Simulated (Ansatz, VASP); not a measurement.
# TaRu: VASP beside Ansatz

INCAR

```
SYSTEM = TaRu
ALGO     = Normal         ! electronic algorithm
EDIFF    = 1E-8           ! SCF threshold, eV
ENCUT    = 520            ! plane-wave cutoff, eV
GGA      = CA             ! functional
ISIF     = 2              ! what is computed and relaxed
ISMEAR   = -1             ! smearing method
LASPH    = .TRUE.         ! aspherical terms in the spheres
LCHARG   = .FALSE.        ! write CHGCAR
LEFG     = .TRUE.       
LREAL    = .FALSE.        ! projectors in reciprocal space
LWAVE    = .FALSE.        ! write WAVECAR
NBANDS   = 20             ! bands
NELM     = 60             ! most SCF steps
PREC     = Accurate       ! precision mode
SIGMA    = 0.03           ! smearing width, eV
```

KPOINTS

```
k-points
0
G
  13 13 13
  0 0 0
```

Contents of POSCAR:

```
TaRu
1.0
    3.1763410575      0.0000000000      0.0000000000
    0.0000000000      3.1763410575      0.0000000000
    0.0000000000      0.0000000000      3.1763410575
Ta Ru
1 1
Direct
    0.5000000000      0.5000000000      0.5000000000
    0.0000000000      0.0000000000      0.0000000000
```

Input for Ansatz:

```yaml
crystal:
  lattice:
    - [3.1763410575, 0.0, 0.0]
    - [0.0, 3.1763410575, 0.0]
    - [0.0, 0.0, 3.1763410575]
  atoms:
    - { symbol: Ta, position: [0.5, 0.5, 0.5] }
    - { symbol: Ru, position: [0.0, 0.0, 0.0] }
kpoints:
  mp_grid: { grid: [13, 13, 13] }
scf:
  occupations: { method: fermi_dirac, width: 0.03 }
hamiltonian:
  xc: lda
  pseudopotentials: { kind: all_electron, datasets: crystal }
output:
  forces: true
  stress: true
  eigenvalues: true
  efg: { contact_densities: true }
```

Change from the starting cell: volume scaled by 0.99, crystal datasets.

Alike in both runs: task electric field gradients; functional LDA; k mesh 13 × 13 × 13; occupations fermi-dirac, width 0.03 eV; no spin polarisation.

```csv
,VASP,Ansatz
version,VASP 6.6.1,Ansatz 0.2.0
potentials or method,"VASP PAW LDA potentials, release 64 (Ta_pv, Ru_pv), cutoff 520 eV","all-electron PAW with datasets made for the crystal, scalar-relativistic"
```

```tsv
	VASP	Ansatz	Ansatz less VASP
pressure (GPa)	-13.3	-14.0	-0.70
```

LDA's correlation is that of Perdew and Zunger in VASP and of Perdew and Wang (1992) in Ansatz. Ansatz ran all-electron here, and VASP with PAW potentials.

Neither program's run includes spin-orbit coupling.
